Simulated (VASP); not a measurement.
# Hf7N (P-3m1) in VASP: a series of runs

Hf7N is run at these levels: PBE; tasks: relaxation of cell and atoms, single point.

All numbers are computed with VASP 6.6.1; they aren't measurements. Logs are shortened: lines on timing, memory, paths and dates and some standing lists are left out, and cuts for length are marked.

### 1 The cell of the first run

Symmetry: P-3m1, No. 164, trigonal system. Conventional cell: a = 3.200 Å, b = 3.200 Å, c = 17.800 Å, α = 90.00°, β = 90.00°, γ = 120.00°. Within 3.0 Å of Hf (site symmetry 3m) lie 3 N at 2.24 Å. Within 4.3 Å of Hf (site symmetry 3m) lie 12 Hf at 3.14 to 3.20 Å and 3 N at 4.24 Å. Within 4.1 Å of Hf (site symmetry 3m) lie 12 Hf at 3.14 to 3.20 Å. Hf (site symmetry -3m) has 12 Hf at 3.14 to 3.20 Å within 4.1 Å. N (site symmetry -3m) has 6 Hf at 2.24 Å within 3.0 Å.

### 2 Relaxation of cell and atoms, PBE

File INCAR:

```
PREC = Accurate
ENCUT = 600
EDIFF = 1E-7
ISMEAR = 0
SIGMA = 0.2
LREAL = F
LASPH = T
NELM = 100
ALGO = Normal
ISIF = 3
LWAVE = F
LCHARG = F
GGA = PE
IBRION = 2
NSW = 36
EDIFFG = -0.08
```

File KPOINTS:

```
Automatic mesh
0
Gamma
  6 6 1
```

File POSCAR:

```
Hf7N
1.0
    3.2000000000      0.0000000000      0.0000000000
   -1.6000000000      2.7712812900      0.0000000000
    0.0000000000      0.0000000000     17.8000000000
Hf N
7 1
Direct
    0.3333333300      0.6666666700      0.0714000000
    0.6666666700      0.3333333300      0.9286000000
    0.6666666700      0.3333333300      0.2143000000
    0.3333333300      0.6666666700      0.3571000000
    0.3333333300      0.6666666700      0.7857000000
    0.6666666700      0.3333333300      0.6429000000
    0.0000000000      0.0000000000      0.5000000000
    0.0000000000      0.0000000000      0.0000000000
```

Potentials or basis: VASP PAW PBE potentials, release 64 (Hf_pv, N).

Started as:

```
$ cat potpaw_PBE.64/Hf_pv/POTCAR potpaw_PBE.64/N/POTCAR > POTCAR
$ mpirun -np 1 vasp_std > vasp.out
```

OUTCAR:

```text
PREC = Accurate
   ENCUT = 600
   EDIFF = 1E-7
   ISMEAR = 0
   LREAL = F
   LASPH = T
   NELM = 100
   ISIF = 3
   GGA = PE
   IBRION = 2
   NSW = 36
   EDIFFG = -0.08

 ion  position               nearest neighbor table
   1  0.333  0.667  0.071-   8 2.24   8 2.24   8 2.24   2 3.14   2 3.14   2 3.14   3 3.14   3 3.14
                             3 3.14
   2  0.667  0.333  0.929-   8 2.24   8 2.24   8 2.24   1 3.14   1 3.14   1 3.14   5 3.14   5 3.14
                             5 3.14
   3  0.667  0.333  0.214-   4 3.14   4 3.14   4 3.14   1 3.14   1 3.14   1 3.14
   4  0.333  0.667  0.357-   3 3.14   3 3.14   3 3.14   7 3.14   7 3.14   7 3.14
   5  0.333  0.667  0.786-   6 3.14   6 3.14   6 3.14   2 3.14   2 3.14   2 3.14
   6  0.667  0.333  0.643-   5 3.14   5 3.14   5 3.14   7 3.14   7 3.14   7 3.14
   7  0.000  0.000  0.500-   4 3.14   6 3.14   4 3.14   6 3.14   6 3.14   4 3.14
   8  0.000  0.000  0.000-   1 2.24   2 2.24   1 2.24   2 2.24   2 2.24   1 2.24

  LATTYP: Found a hexagonal cell.
 ALAT       =     3.2000000000
 C/A-ratio  =     5.5625000000

  Lattice vectors:

 A1 = (   3.2000000000,   0.0000000000,   0.0000000000)
 A2 = (  -1.6000000000,   2.7712812900,   0.0000000000)
 A3 = (   0.0000000000,   0.0000000000,  17.8000000000)

Analysis of symmetry for initial positions (statically):
=====================================================================
 Subroutine PRICEL returns:
 Original cell was already a primitive cell.

 Routine SETGRP: Setting up the symmetry group for a
 hexagonal supercell.

 Subroutine GETGRP returns: Found 12 space group operations
 (whereof 12 operations were pure point group operations)
 out of a pool of 24 trial point group operations.

The static configuration has the point symmetry D_3d.

Analysis of symmetry for dynamics (positions and initial velocities):
=====================================================================
 Subroutine PRICEL returns:
 Original cell was already a primitive cell.

 Routine SETGRP: Setting up the symmetry group for a
 hexagonal supercell.

 Subroutine GETGRP returns: Found 12 space group operations
 (whereof 12 operations were pure point group operations)
 out of a pool of 24 trial point group operations.

The dynamic configuration has the point symmetry D_3d.

 Subroutine INISYM returns: Found 12 space group operations
 (whereof 12 operations are pure point group operations),
 and found     1 'primitive' translations

----------------------------------------------------------------------------------------

[... 78 lines left out ...]
   ISTART =      0    job   : 0-new  1-cont  2-samecut
   ICHARG =      2    charge: 1-file 2-atom 10-const
   ISPIN  =      1    spin polarized calculation?
   LNONCOLLINEAR =      F non collinear calculations
   LSORBIT =      F    spin-orbit coupling
   LASPH  =      T    aspherical Exc in radial PAW
   ENCUT  =  600.0 eV  44.10 Ry    6.64 a.u.   6.39  6.39 35.55*2*pi/ulx,y,z
   NELM   =    100;   NELMIN=  2; NELMDL= -5     # of ELM steps
   EDIFF  = 0.1E-06   stopping-criterion for ELM
   LREAL  =      F    real-space projection
   EDIFFG = -.8E-01   stopping-criterion for IOM
   NSW    =     36    number of steps for IOM
   IBRION =      2    ionic relax: 0-MD 1-quasi-New 2-CG
   NFREE  =      1    steps in history (QN), initial steepest desc. (CG)
   ISIF   =      3    stress and relaxation
   ISYM   =      2    0-nonsym 1-usesym 2-fastsym
   POTIM  = 0.5000    time-step for ionic-motion
   TEBEG  =    0.0;   TEEND  =   0.0 temperature during run
   PSTRESS=    0.0 pullay stress
   NELECT =      75.0000    total number of electrons
   NUPDOWN=      -1.0000    fix difference up-down
   EMIN   =  10.00;   EMAX   =-10.00  energy-range for DOS
   EFERMI =   0.00;   METHOD = LEGACY
   ISMEAR =     0;   SIGMA  =   0.20  broadening in eV -4-tet -1-fermi 0-gaus
   EFERMI_NEDOS =   21; number of points for ismear=-14 and -15
   IALGO  =     38    algorithm
   IMIX   =      4    mixing-type and parameters
     AMIX     =   0.40;   BMIX     =  1.00
     AMIX_MAG =   1.60;   BMIX_MAG =  1.00
  volume/ion in A,a.u.               =      19.73       133.15
  Fermi-wavevector in a.u.,A,eV,Ry     =   1.277453  2.414037 22.203172  1.631887
  Thomas-Fermi vector in A             =   2.410052
   LORBIT       =      0    0 simple, 1 ext, 2 COOP (PROOUT), +10 PAW based schemes
   GGA     = PE    functional components
   LHFCALC =     F    Hartree Fock is set to
   AEXX    =    0.0000 exact exchange contribution
   IVDW    =     0    specifies the selected vdW correction
   LEPSILON=     F    determine dielectric tensor
   LRPA    =     F    only Hartree local field effects (RPA)
 conjugate gradient relaxation of ions
 non-spin polarized calculation
 Gauss-broadening in eV      SIGMA  =   0.20
  energy-cutoff  :      600.00
  volume of cell :      157.85
 maximum number of plane-waves:      5313
 NGX is ok and might be reduce to    28
   NGX = 13   NGY = 13   NGZ = 71

--------------------------------------- Ionic step        1  -------------------------------------------

 number of electron      75.0000004 magnetization

 Free energy of the ion-electron system (eV)
  ---------------------------------------------------
  ext. energy  EPLUGINS =         0.00000000
  ---------------------------------------------------
  free energy    TOTEN  =       -81.20115067 eV

  energy without entropy =      -81.03155798  energy(sigma->0) =      -81.11635432

------------------------ aborting loop because EDIFF is reached ----------------------------------------

  FORCE on cell =-STRESS in cart. coord.  units (eV):
  Direction    XX          YY          ZZ          XY          YZ          ZX
  --------------------------------------------------------------------------------------
  -------------------------------------------------------------------------------------
  Total        0.6865351      0.6865351      4.2529160      0.0000000      0.0000000      0.0000000
  in kB        6.9682347      6.9682347     43.1664965      0.0000000      0.0000000      0.0000000
  external PRESSURE =      19.0343219 kB  Pullay stress =       0.0000000 kB
[... 113 lines left out ...]
--------------------------------------- Ionic step        4  -------------------------------------------

 number of electron      75.0000005 magnetization

 Free energy of the ion-electron system (eV)
  ---------------------------------------------------
  ext. energy  EPLUGINS =         0.00000000
  ---------------------------------------------------
  free energy    TOTEN  =       -81.24023470 eV

  energy without entropy =      -81.06693963  energy(sigma->0) =      -81.15358716

 E-fermi :   5.0526     XC(G=0): -11.4257

 val. band max:        5.0415089262   @ k =   0.1667   0.1667   0.0000
 cond. band min:       5.1112848969   @ k =   0.3333   0.1667   0.0000
 fundamental gap:      0.0697759708
 Fermi energy:         5.0525705408

 k-point     1 :       0.0000    0.0000    0.0000
  band No.  band energies     occupation
      1     -26.0039      2.00000
      2     -25.8072      2.00000
      3     -25.6178      2.00000
      4     -25.5673      2.00000
      5     -25.2975      2.00000
      6     -25.2622      2.00000
[... 360 lines left out ...]
  FREE ENERGIE OF THE ION-ELECTRON SYSTEM (eV)
  ---------------------------------------------------
  free  energy   TOTEN  =       -81.2402346964 eV

  energy  without entropy=      -81.0669396301  energy(sigma->0) =      -81.15358716

 reached required accuracy - stopping structural energy minimisation
```

OSZICAR:

```text
N       E                     dE             d eps       ncg     rms          rms(c)
DAV:   1     0.368442043942E+03    0.36844E+03   -0.45219E+04   630   0.179E+03
DAV:   2    -0.573457163072E+02   -0.42579E+03   -0.41517E+03   737   0.426E+02
DAV:   3    -0.854568570582E+02   -0.28111E+02   -0.26354E+02   796   0.663E+01
[... 86 lines left out ...]
DAV:  10    -0.812402396274E+02    0.12850E-04   -0.19819E-05   836   0.170E-02    0.672E-02
DAV:  11    -0.812402359077E+02    0.37197E-05   -0.90385E-06   828   0.153E-02    0.289E-02
DAV:  12    -0.812402349773E+02    0.93040E-06   -0.37297E-06   780   0.815E-03    0.106E-02
DAV:  13    -0.812402347294E+02    0.24787E-06   -0.77915E-07   716   0.355E-03    0.598E-03
DAV:  14    -0.812402346964E+02    0.33085E-07   -0.71464E-08   460   0.123E-03
   4 F= -.81240235E+02 E0= -.81153587E+02  d E =-.598112E-02
```

Run time: 7 min. Hardware: 1 thread of Intel Xeon 8259CL, shared host; peak memory 0.34 GiB.

What came out:

```
Free energy                           : -81.2402 eV
Relaxed volume                        : 19.98 Å³/atom
Relaxed cell                          : a = 3.190 Å, b = 3.190 Å, c = 18.137 Å, α = 90.00°, β = 90.00°, γ = 120.00°
Space group after relaxing (to 0.1 Å) : P-3m1 (No. 164)
Energy gained by relaxing             : 4.9 meV/atom
Ionic steps                           : 4
Pressure after relaxing               : 0.2 GPa
Largest force after relaxing          : 0.049 eV/Å
Band gap on the k mesh                : zero (an odd number of electrons rules out a gap without spin polarisation)
```

Forces in eV/Å, atoms in the order of the input:
```
Hf   0.000  0.000 -0.003
Hf   0.000  0.000  0.003
Hf   0.000  0.000  0.049
Hf   0.000  0.000  0.002
Hf   0.000  0.000 -0.049
Hf   0.000  0.000 -0.002
Hf   0.000  0.000  0.000
N    0.000  0.000  0.000
```

The path:
| step | energy change (eV) | largest force (eV/Å) | pressure (GPa) | volume (Å³) |
| --- | --- | --- | --- | --- |
| 1 | 0.0000 | 0.2484 | 1.90 | 157.85 |
| 2 | -0.0117 | 0.2251 | -2.57 | 163.24 |
| 3 | -0.0331 | 0.1286 | -0.65 | 160.81 |
| 4 | -0.0391 | 0.0489 | 0.19 | 159.80 |

Final structure:
```xyz
8
Lattice="3.1897 0.0000 0.0000 -1.5948 2.7623 0.0000 0.0000 0.0000 18.1367" Properties=species:S:1:pos:R:3 pbc="T T T"
Hf    0.0000    1.8416    1.2938
Hf    1.5948    0.9208   16.8429
Hf    1.5948    0.9208    3.9008
Hf    0.0000    1.8416    6.4727
Hf    0.0000    1.8416   14.2359
Hf    1.5948    0.9208   11.6640
Hf    3.1897    0.0000    9.0684
N     3.1897    0.0000    0.0000
```

Levels at points of the mesh, in eV from the Fermi level:
```csv
k point,band 35,band 36,band 37,band 38,band 39,band 40
"(0.00, 0.00, 0.00)",0.55,0.62,1.02,1.02,1.23,1.23
"(0.50, 0.00, 0.00)",-0.90,-0.50,-0.14,0.14,0.58,0.63
```

Caveat: the k points lie up to 0.38 Å⁻¹ apart in the final cell, too coarse for converged energies and pressures of a metal; spin-orbit coupling is left out, which moves the levels of the heavy elements; the relaxation stopped at a loose force limit of 0.08 eV/Å, so its end isn't a converged minimum.

### 3 Single point, PBE

This run uses another cell than the first one, of 20.04 Å³/atom.

File INCAR:

```
SYSTEM = Hf7N
PREC = Accurate
ENCUT = 520
EDIFF = 1E-7
ISMEAR = 0
SIGMA = 0.1
LREAL = .FALSE.
LASPH = .TRUE.
NELM = 60
ALGO = Normal
ISIF = 2
LWAVE = .FALSE.
LCHARG = .FALSE.
GGA = PE
NBANDS = 48
```

File KPOINTS:

```
regular mesh
0
G
  12 12 2
  0 0 0
```

File POSCAR:

```
Hf7N
1.0
    3.2027063751      0.0000000000      0.0000000000
   -1.6013531876      2.7736250817      0.0000000000
    0.0000000000      0.0000000000     18.0494590217
Hf N
7 1
Direct
    0.3333333333      0.6666666667      0.0718463445
    0.6666666667      0.3333333333      0.9281536555
    0.6666666667      0.3333333333      0.2163241294
    0.3333333333      0.6666666667      0.3580738581
    0.3333333333      0.6666666667      0.7836758706
    0.6666666667      0.3333333333      0.6419261419
    0.0000000000      0.0000000000      0.5000000000
    0.0000000000      0.0000000000      0.0000000000
```

Potentials or basis: VASP PAW PBE potentials, release 64 (Hf_pv, N).

Started as:

```
$ cat potpaw_PBE.64/Hf_pv/POTCAR potpaw_PBE.64/N/POTCAR > POTCAR
$ mpirun -np 1 vasp_std > vasp.out
```

OUTCAR:

```text
SYSTEM = Hf7N
   PREC = Accurate
   ENCUT = 520
   EDIFF = 1E-7
   ISMEAR = 0
   LREAL = .FALSE.
   LASPH = .TRUE.
   NELM = 60
   ISIF = 2
   GGA = PE

 ion  position               nearest neighbor table
   1  0.333  0.667  0.072-   8 2.26   8 2.26   8 2.26   2 3.19   2 3.19   2 3.19   3 3.20   3 3.20
                             3 3.20
   2  0.667  0.333  0.928-   8 2.26   8 2.26   8 2.26   1 3.19   1 3.19   1 3.19   5 3.20   5 3.20
                             5 3.20
   3  0.667  0.333  0.216-   4 3.16   4 3.16   4 3.16   1 3.20   1 3.20   1 3.20
   4  0.333  0.667  0.358-   3 3.16   3 3.16   3 3.16   7 3.16   7 3.16   7 3.16
   5  0.333  0.667  0.784-   6 3.16   6 3.16   6 3.16   2 3.20   2 3.20   2 3.20
   6  0.667  0.333  0.642-   5 3.16   5 3.16   5 3.16   7 3.16   7 3.16   7 3.16
   7  0.000  0.000  0.500-   4 3.16   6 3.16   6 3.16   4 3.16   6 3.16   4 3.16
   8  0.000  0.000  0.000-   1 2.26   2 2.26   2 2.26   1 2.26   2 2.26   1 2.26

  LATTYP: Found a hexagonal cell.
 ALAT       =     3.2027063751
 C/A-ratio  =     5.6356896037

  Lattice vectors:

 A1 = (   3.2027063751,   0.0000000000,   0.0000000000)
[... 198 lines left out ...]
  band No.  band energies     occupation
      1     -26.0538      2.00000
      2     -25.8186      2.00000
      3     -25.6276      2.00000
      4     -25.6087      2.00000
      5     -25.3476      2.00000
      6     -25.3476      2.00000
[... 1213 lines left out ...]
     47       7.5285      0.00000
     48       8.0035      0.00000

 [... further k-points ...]

------------------------ aborting loop because EDIFF is reached ----------------------------------------

  FORCE on cell =-STRESS in cart. coord.  units (eV):
  Direction    XX          YY          ZZ          XY          YZ          ZX
  --------------------------------------------------------------------------------------
  -------------------------------------------------------------------------------------
  Total       -0.6634180     -0.6634180     -0.6448427      0.0000000      0.0000000      0.0000000
  in kB       -6.6293169     -6.6293169     -6.4436999      0.0000000      0.0000000      0.0000000
  external PRESSURE =      -6.5674445 kB  Pullay stress =       0.0000000 kB

 VOLUME and BASIS-vectors are now :
 -----------------------------------------------------------------------------
  energy-cutoff  :      520.00
  volume of cell :      160.34
      direct lattice vectors                 reciprocal lattice vectors
     3.202706375  0.000000000  0.000000000     0.312235929  0.180269498  0.000000000
    -1.601353188  2.773625082  0.000000000     0.000000000  0.360538995  0.000000000
     0.000000000  0.000000000 18.049459022     0.000000000  0.000000000  0.055403323

 POSITION                                       TOTAL-FORCE (eV/Angst)
 -----------------------------------------------------------------------------------
     -0.00000      1.84908      1.29679         0.000000     -0.000000     -0.090491
      1.60135      0.92454     16.75267        -0.000000      0.000000      0.090491
      1.60135      0.92454      3.90453         0.000000      0.000000      0.008320
     -0.00000      1.84908      6.46304        -0.000000     -0.000000      0.001767
     -0.00000      1.84908     14.14493        -0.000000     -0.000000     -0.008320
      1.60135      0.92454     11.58642        -0.000000      0.000000     -0.001767
      0.00000      0.00000      9.02473         0.000000      0.000000     -0.000000
      0.00000      0.00000      0.00000         0.000000      0.000000     -0.000000
 -----------------------------------------------------------------------------------
    total drift:                               -0.000000      0.000000      0.000000

  FREE ENERGIE OF THE ION-ELECTRON SYSTEM (eV)
  ---------------------------------------------------
  free  energy   TOTEN  =       -81.1779815440 eV

  energy  without entropy=      -81.1325267344  energy(sigma->0) =      -81.15525414
```

OSZICAR:

```text
N       E                     dE             d eps       ncg     rms          rms(c)
DAV:   1     0.337188159293E+03    0.33719E+03   -0.41084E+04  3656   0.150E+03
DAV:   2    -0.611494091140E+02   -0.39834E+03   -0.38358E+03  4264   0.379E+02
DAV:   3    -0.857942333295E+02   -0.24645E+02   -0.23321E+02  4736   0.580E+01
[... 40 lines left out ...]
DAV:  44    -0.811779835262E+02    0.41500E-05   -0.43033E-06  4472   0.147E-02    0.671E-02
DAV:  45    -0.811779817594E+02    0.17669E-05   -0.64295E-06  4576   0.142E-02    0.304E-02
DAV:  46    -0.811779817425E+02    0.16867E-07   -0.13860E-06  4336   0.493E-03    0.209E-02
DAV:  47    -0.811779816198E+02    0.12274E-06   -0.19073E-07  3104   0.299E-03    0.131E-02
DAV:  48    -0.811779815440E+02    0.75707E-07   -0.53966E-07  4384   0.442E-03
   1 F= -.81177982E+02 E0= -.81155254E+02  d E =-.454548E-01
```

stdout:

```text
POSCAR found type information on POSCAR HfN
 POSCAR found :  2 types and       8 ions
 scaLAPACK will be used
 LDA part: xc-table for (Slater+PW92), standard interpolation
 POSCAR, INCAR and KPOINTS ok, starting setup
 FFT: planning ... GRIDC
 FFT: planning ... GRID_SOFT
 FFT: planning ... GRID
 WAVECAR not read
 entering main loop
```

Wall time 15 min (1 thread of Intel Xeon 8259CL, shared host); peak memory 0.37 GiB.

What came out:

- Free energy: -81.1780 eV
- Pressure: -0.7 GPa
- Largest force: 0.090 eV/Å
- Band gap on the k mesh: zero (an odd number of electrons rules out a gap without spin polarisation)

Forces in eV/Å, atoms in the order of the input:
```
Hf   0.000  0.000 -0.090
Hf   0.000  0.000  0.090
Hf   0.000  0.000  0.008
Hf   0.000  0.000  0.002
Hf   0.000  0.000 -0.008
Hf   0.000  0.000 -0.002
Hf   0.000  0.000  0.000
N    0.000  0.000  0.000
```

Levels at points of the mesh, in eV from the Fermi level:
```tsv
k point	band 34	band 35	band 36	band 37	band 38	band 39	band 40	band 41
(0.00, 0.00, 0.00)	0.39	0.60	0.67	0.97	0.97	1.19	1.19	1.38
(0.50, 0.00, 0.00)	-1.38	-0.92	-0.50	-0.15	0.14	0.56	0.63	0.96
(0.00, 0.00, 0.50)	0.24	0.38	0.99	0.99	1.01	1.17	1.17	1.26
(0.50, 0.00, 0.50)	-1.33	-1.09	-0.53	-0.20	0.32	0.41	0.81	0.98
```

Caveat: spin-orbit coupling is left out, which moves the levels of the heavy elements.

### 4 Single point, PBE

This run uses another cell than the first one, of 20.04 Å³/atom.

File INCAR:

```
PREC = Accurate ; ENCUT = 520
EDIFF = 1E-6 ; ISMEAR = 0
SIGMA = 0.1 ; LREAL = False
LASPH = True ; NELM = 80
ALGO = Normal ; ISIF = 2
LWAVE = False ; LCHARG = True
GGA = PE ; LELF = True
LVHAR = True ; NBANDS = 48
```

File KPOINTS:

```
regular mesh
0
Gamma
  12 12 2
```

POSCAR is that of step 3.

Started as:

```
$ cat potpaw_PBE.64/Hf_pv/POTCAR potpaw_PBE.64/N/POTCAR > POTCAR
$ mpirun -np 1 vasp_std > vasp.out
```

Wall time 14 min (1 thread of Intel Xeon 8259CL, shared host); peak memory 0.37 GiB.

It converged, with:

```
Free energy            : -81.1780 eV
Pressure               : -0.7 GPa
Largest force          : 0.090 eV/Å
Band gap on the k mesh : zero (an odd number of electrons rules out a gap without spin polarisation)
```

Forces on the atoms (eV/Å):
```
Hf   0.000  0.000 -0.090
Hf   0.000  0.000  0.090
Hf   0.000  0.000  0.009
Hf   0.000  0.000  0.002
Hf   0.000  0.000 -0.009
Hf   0.000  0.000 -0.002
Hf   0.000  0.000  0.000
N    0.000  0.000  0.000
```

Levels at points of the mesh, in eV from the Fermi level:
```tsv
k point	band 33	band 34	band 35	band 36	band 37	band 38	band 39	band 40	band 41	band 42
(0.00, 0.00, 0.00)	0.10	0.39	0.60	0.67	0.97	0.97	1.19	1.19	1.38	1.38
(0.50, 0.00, 0.00)	-1.59	-1.38	-0.92	-0.50	-0.15	0.14	0.56	0.63	0.96	1.18
(0.00, 0.00, 0.50)	0.22	0.24	0.38	0.99	0.99	1.01	1.17	1.17	1.26	1.39
(0.50, 0.00, 0.50)	-1.41	-1.33	-1.09	-0.53	-0.20	0.32	0.41	0.81	0.98	1.10
```

Caveat: spin-orbit coupling is left out, which moves the levels of the heavy elements.

The gap in the log of VASP goes by the Fermi energy; the results here count the filled bands.